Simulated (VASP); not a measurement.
Set up this calculation in VASP 6.6.1, as the native input.

```
Task                   : single point
Functional             : revPBE
Dispersion             : D3(BJ)
Potentials or basis    : VASP PAW PBE potentials, release 64 (P, B)
Cutoff                 : 520 eV
k mesh                 : 10 × 10 × 10
Occupations            : fermi-dirac, width 0.05 eV
Spin                   : no spin polarisation
Dipole correction      : no
Further INCAR settings : ALGO = Normal; EDIFF = 1e-07; NBANDS = 11
```

The structure of BP lies in POSCAR:

```
BP
1.0
    0.0000000000      2.2840269280      2.2840269280
    2.2840269280      0.0000000000      2.2840269280
    2.2840269280      2.2840269280      0.0000000000
P B
1 1
Direct
    0.7500000000      0.7500000000      0.7500000000
    0.0000000000      0.0000000000      0.0000000000
```

One way to write it, as run:

INCAR

```
  ALGO = Normal
  EDIFF = 1E-7
  ENCUT = 520
  GGA = RE
  ISIF = 2
  ISMEAR = -1
  IVDW = 12
  LASPH = T
  LCHARG = F
  LREAL = F
  LWAVE = F
  NBANDS = 11
  NELM = 100
  PREC = Accurate
  SIGMA = 0.05
```

KPOINTS

```
k-points
0
Gamma
  10 10 10
```

Potentials or basis: VASP PAW PBE potentials, release 64 (P, B).

Command:

```console
$ cat potpaw_PBE.64/P/POTCAR potpaw_PBE.64/B/POTCAR > POTCAR
$ mpirun -np 1 vasp_std > vasp.out
```

It gave:

```
Pressure                   : -9.1 GPa
Band gap on the k mesh     : 1.27 eV, indirect (least direct gap 3.37 eV)
Dispersion energy per atom : -0.639 eV
```

Caveat: the PAW data sets were made with another functional, which shifts forces and pressure a little.

It took 24 s on 1 thread of AMD EPYC 7R13, on a shared host, peak memory 0.12 GiB.
